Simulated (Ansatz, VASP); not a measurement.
B6As: VASP beside Ansatz

```
CELL_PARAMETERS angstrom
3.06613 1.77023 3.96520
-3.06613 1.77023 3.96520
0.00000 -3.54046 3.96520
ATOMIC_POSITIONS crystal
B 0.01510 0.01510 0.32494
B 0.01510 0.32494 0.01510
B 0.82174 0.27275 0.82174
B 0.82174 0.82174 0.27275
B 0.27275 0.82174 0.82174
B 0.72725 0.17826 0.17826
B 0.17826 0.72725 0.17826
B 0.17826 0.17826 0.72725
B 0.98490 0.67506 0.98490
B 0.98490 0.98490 0.67506
B 0.67506 0.98490 0.98490
B 0.32494 0.01510 0.01510
As 0.60035 0.60035 0.60035
As 0.39965 0.39965 0.39965
```

Alike in both runs: task single point; functional r2SCAN; k mesh 6 × 6 × 6; occupations gaussian, width 0.02 eV; no spin polarisation.

```csv
,VASP,Ansatz
version,VASP 6.6.1,Ansatz 0.2.0
potentials or method,"VASP PAW PBE potentials, release 64 (B, As), cutoff 520 eV","scalar-relativistic, plane waves, PAW"
valence electrons in the cell,46,66
```

Ansatz gave:

```
gap on the k mesh at the Fermi level (eV) : 2.88
least direct gap on the mesh (eV)         : 2.97
```

Q: What did VASP give for the same quantities?

A: gap on the k mesh at the Fermi level (eV): 2.88; least direct gap on the mesh (eV): 2.98.

VASP's potentials were made for PBE, not for r2SCAN. VASP's potentials hold 46 valence electrons a cell and Ansatz's 66, so a difference there can come from the potentials and not from the codes.
